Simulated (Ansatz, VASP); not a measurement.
Given: the input of a run of Ansatz 0.2.0 on Ge.

Contents of input.yaml:

```yaml
crystal:
  lattice:
    - [-2.574489719, 2.574489719, 1.3974126432]
    - [2.574489719, -2.574489719, 1.3974126432]
    - [2.574489719, 2.574489719, -1.3974126432]
  atoms:
    - { symbol: Ge, position: [0.5, 0.5, 0.0] }
    - { symbol: Ge, position: [0.25, 0.75, 0.5] }
hamiltonian:
  xc: pbe
  pseudopotentials: { kind: paw }
kpoints:
  mp_grid: { grid: [11, 11, 11] }
scf:
  occupations: { method: gaussian, width: 0.027 }
output:
  forces: true
  stress: true
  eigenvalues: true
```

Potentials or basis: Ansatz PAW.

Command:

```sh
$ ansatz run input.yaml --threads 2 --pin off --max-ram 5632MiB --backend cpu --events-out ev --progress --plain --runs-dir out
```

Question: Set up the same calculation for VASP 6.6.1. Potentials there: VASP PAW PBE potentials, release 64 (Ge_d).

Answer: As run (the cutoff follows the program's own potentials):

Contents of INCAR:

```
PREC = Accurate
ENCUT = 520
EDIFF = 1E-7
ISMEAR = 0
SIGMA = 0.027000000000000003
LREAL = False
LASPH = True
NELM = 100
ALGO = Normal
ISIF = 2
LWAVE = False
LCHARG = False
GGA = PE
NBANDS = 21
```

KPOINTS

```
regular mesh
0
Gamma
  11 11 11
```

File POSCAR:

```
Ge
1.0
   -2.5744897190      2.5744897190      1.3974126432
    2.5744897190     -2.5744897190      1.3974126432
    2.5744897190      2.5744897190     -1.3974126432
Ge
2
Direct
    0.5000000000      0.5000000000      0.0000000000
    0.2500000000      0.7500000000      0.5000000000
```

Potentials or basis: VASP PAW PBE potentials, release 64 (Ge_d).

Launch:

```bash
$ cat potpaw_PBE.64/Ge_d/POTCAR > POTCAR
$ mpirun -np 1 vasp_std > vasp.out
```

Both were run:

|  | VASP | Ansatz | Ansatz less VASP |
| --- | --- | --- | --- |
| gap on the k mesh at the Fermi level (eV) | none | none | - |
| pressure (GPa) | 3.2 | 3.2 | -0.03 |
| traceless stress, the component that is largest in VASP (GPa) | 0.26 | 0.26 | +0.001 |

A gap of «none» marks a metal or a gap that the smearing closes. The functional is the same, so the differences come from potentials, cutoffs and numerics.
